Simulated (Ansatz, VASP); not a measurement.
## One calculation of GaSb5, two programs

The input INCAR:

```
SYSTEM = GaSb5
  PREC = Accurate
  ENCUT = 520
  EDIFF = 1E-6
  ISMEAR = 0
  SIGMA = 0.1
  LREAL = .False.
  LASPH = .True.
  NELM = 80
  ALGO = Normal
  ISIF = 2
  LWAVE = .False.
  LCHARG = .False.
  GGA = PE
  NBANDS = 28
```

Contents of KPOINTS:

```
Automatic mesh
0
Gamma
  4 4 4
  0 0 0
```

Contents of POSCAR:

```
GaSb5
1.0
    0.0000000000      4.4271213200      4.4271213200
    4.4271213200      0.0000000000      4.4271213200
    4.4271213200      4.4271213200      0.0000000000
Ga Sb
1 5
Direct
    0.5000000000      0.5000000000      0.5000000000
    0.3719714300      0.8760095200      0.8760095200
    0.8760095200      0.8760095200      0.8760095200
    0.2500000000      0.2500000000      0.2500000000
    0.8760095200      0.8760095200      0.3719714300
    0.8760095200      0.3719714300      0.8760095200
```

Input for Ansatz:

```yaml
crystal:
  lattice:
    - [0.0, 4.42712132, 4.42712132]
    - [4.42712132, 0.0, 4.42712132]
    - [4.42712132, 4.42712132, 0.0]
  atoms:
    - { symbol: Ga, position: [0.5, 0.5, 0.5] }
    - { symbol: Sb, position: [0.37197143, 0.87600952, 0.87600952] }
    - { symbol: Sb, position: [0.87600952, 0.87600952, 0.87600952] }
    - { symbol: Sb, position: [0.25, 0.25, 0.25] }
    - { symbol: Sb, position: [0.87600952, 0.87600952, 0.37197143] }
    - { symbol: Sb, position: [0.87600952, 0.37197143, 0.87600952] }
basis:
  ecutwfc: 420
kpoints:
  mp_grid: { grid: [4, 4, 4] }
hamiltonian:
  xc: pbe
scf:
  occupations: { method: gaussian, width: 0.1 }
  lower_state_search: "off"
output:
  forces: true
  stress: true
  eigenvalues: true
```

Change from the starting cell: species swapped into the HfNi5 type (F-43m, No. 216).

Alike in both runs: task single point; functional PBE; k mesh 4 × 4 × 4; occupations gaussian, width 0.1 eV; no spin polarisation.

|  | VASP | Ansatz |
| --- | --- | --- |
| version | VASP 6.6.1 | Ansatz 0.2.0 |
| potentials or method | VASP PAW PBE potentials, release 64 (Ga_d, Sb), cutoff 520 eV | scalar-relativistic, plane waves, PAW |
| valence electrons in the cell | 38 | 88 |

|  | VASP | Ansatz | Ansatz less VASP |
| --- | --- | --- | --- |
| gap on the k mesh at the Fermi level (eV) | none | none | - |
| pressure (GPa) | -0.6 | -0.6 | +0.04 |

A gap of «none» marks a metal or a gap that the smearing closes. VASP's potentials hold 38 valence electrons a cell and Ansatz's 88, so a difference there can come from the potentials and not from the codes.

Neither program's run includes spin-orbit coupling.
